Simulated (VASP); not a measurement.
Runs of VASP 6.6.1 on C. The structure is that of space group Fd-3m (No. 227), or close to it. The cells are those of the table. 

```csv
cell,gap on the mesh (eV),pressure (GPa)
"a = 2.561, b = 2.561, c = 2.459 Å, angles 61.3, 61.3, 57.4°, 2 atoms",3.17,1.7
"a = 2.549, b = 2.549, c = 2.481 Å, angles 60.9, 60.9, 58.3°, 2 atoms",3.49,1.1
"a = 2.563, b = 2.467, c = 2.549 Å, angles 61.4, 57.7, 60.9°, 2 atoms",3.08,(b)
"a = 2.537, b = 2.537, c = 2.503 Å, angles 60.4, 60.4, 59.1°, 2 atoms",3.81,(a)
"a = 2.526 Å, angles 60.0°, 2 atoms",4.14,0.6
```

Alike in all rows: task single point; level PBE; potentials or basis VASP PAW PBE potentials, release 64 (C); no spin polarisation; k mesh 12 × 12 × 12; cutoff (eV) 520; smearing gaussian 0.05 eV.

Q: Fill in the values left out.

A: (a) 0.7; (b) 1.5.

A k mesh can miss the band edges.
